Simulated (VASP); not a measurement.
A run of VASP 6.6.1 is set up as follows.

Contents of POSCAR:

```
MgS
1.0
    0.0000000000      2.8874943781      2.8874943781
    2.8874943781      0.0000000000      2.8874943781
    2.8874943781      2.8874943781      0.0000000000
Mg S
1 1
Direct
    0.0000000000      0.0000000000      0.0000000000
    0.2500000000      0.2500000000      0.2500000000
```

Contents of INCAR.step1:

```
ALGO     = Normal         # electronic algorithm
EDIFF    = 1E-5           # SCF threshold, eV
ENCUT    = 660            # plane-wave cutoff, eV
GGA      = PE             # functional
GGA_COMPAT= False        
ISMEAR   = 0              # smearing method
LASPH    = True           # aspherical terms in the spheres
LCHARG   = False          # write CHGCAR
LREAL    = False          # projectors in reciprocal space
LWAVE    = True           # write WAVECAR
NBANDS   = 15             # bands
NELM     = 120            # most SCF steps
PREC     = Accurate       # precision mode
SIGMA    = 0.01           # smearing width, eV
```

File INCAR.step2:

```
ALGO     = Normal         # electronic algorithm
EDIFF    = 1E-6           # SCF threshold, eV
ENCUT    = 660            # plane-wave cutoff, eV
GGA_COMPAT= False        
ISIF     = 2              # what is computed and relaxed
ISMEAR   = 0              # smearing method
ISTART   = 1            
LASPH    = True           # aspherical terms in the spheres
LCHARG   = False          # write CHGCAR
LMIXTAU  = True         
LREAL    = False          # projectors in reciprocal space
LWAVE    = False          # write WAVECAR
METAGGA  = R2SCAN         # meta-GGA
NBANDS   = 15             # bands
NELM     = 120            # most SCF steps
PREC     = Accurate       # precision mode
SIGMA    = 0.01           # smearing width, eV
```

Contents of KPOINTS:

```
k-points
0
Gamma
  8 8 8
```

Potentials or basis: VASP PAW PBE potentials, release 64 (Mg_sv, S).

Run with:

```console
$ cat potpaw_PBE.64/Mg_sv/POTCAR potpaw_PBE.64/S/POTCAR > POTCAR
$ cp INCAR.step1 INCAR
$ mpirun -np 1 vasp_std > vasp.out
$ cp INCAR.step2 INCAR
$ mpirun -np 1 vasp_std > vasp.out
```

Question: Estimate the band gap on the k mesh.

Answer: 3.85 eV, direct.

Question: Predict the pressure.

Answer: -3.3 GPa.

Caveat: the cell differs from its parent crystal (strain +2.0%); the PAW data sets were made with another functional, which shifts forces and pressure a little.
